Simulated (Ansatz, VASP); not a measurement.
**BN: VASP beside Ansatz**

```
CELL_PARAMETERS angstrom
0.00000 1.83981 1.83981
1.83981 0.00000 1.83981
1.83981 1.83981 0.00000
ATOMIC_POSITIONS crystal
B 0.00000 0.00000 0.00000
N 0.25000 0.25000 0.25000
```

Alike in both runs: functional r2SCAN; k mesh 14 × 14 × 14; occupations fermi-dirac, width 0.02 eV; no spin polarisation.

Ansatz relaxed the structure, and its values are those at the end. VASP's run is a single point on that final structure, the one shown.

```csv
,VASP,Ansatz
version,VASP 6.6.1,Ansatz 0.2.0
potentials or method,"VASP PAW PBE potentials, release 64 (B, N), cutoff 520 eV",PAW plane waves
valence electrons in the cell,8,8
```

Ansatz gave:

- gap on the k mesh at the Fermi level (eV): 4.92
- pressure (GPa): -20.5

**Question.** Which values does VASP return?

**Answer.** gap on the k mesh at the Fermi level (eV): 4.91; pressure (GPa): -19.4.

VASP's potentials were made for PBE, not for r2SCAN. Ansatz's warnings: stress scf threshold loose.
